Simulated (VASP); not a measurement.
Input of a VASP 6.6.1 run:

Contents of POSCAR:

```
Sr2Rh
1.0
    0.0000000000      3.6016117215      3.6016117215
    3.6016117215      0.0000000000      3.6016117215
    3.6016117215      3.6016117215      0.0000000000
Sr Rh
2 1
Direct
    0.7500000000      0.7500000000      0.7500000000
    0.2500000000      0.2500000000      0.2500000000
    0.0000000000      0.0000000000      0.0000000000
```

Contents of INCAR.step1:

```
ALGO = Normal ; EDIFF = 1E-4
ENCUT = 520 ; GGA = PE
ISMEAR = -1 ; LASPH = T
LCHARG = F ; LREAL = F
LWAVE = T ; NBANDS = 24
NELM = 80 ; PREC = Accurate
SIGMA = 0.1
```

The input INCAR.step2:

```
ALGO = Normal ; EDIFF = 1E-7
ENCUT = 520 ; ISIF = 2
ISMEAR = -1 ; ISTART = 1
LASPH = T ; LCHARG = T
LELF = T ; LMIXTAU = T
LREAL = F ; LVHAR = T
LWAVE = F ; METAGGA = R2SCAN
NBANDS = 24 ; NELM = 80
PREC = Accurate ; SIGMA = 0.1
```

Contents of KPOINTS:

```
k-points
0
Gamma
  7 7 7
```

Potentials or basis: VASP PAW PBE potentials, release 64 (Sr_sv, Rh_pv).

Run with:

```bash
$ cat potpaw_PBE.64/Sr_sv/POTCAR potpaw_PBE.64/Rh_pv/POTCAR > POTCAR
$ cp INCAR.step1 INCAR
$ mpirun -np 1 vasp_std > vasp.out
$ cp INCAR.step2 INCAR
$ mpirun -np 1 vasp_std > vasp.out
```

Task: Predict the pressure.

Result: 1.4 GPa.

Caveat: the PAW data sets were made with another functional, which shifts forces and pressure a little.
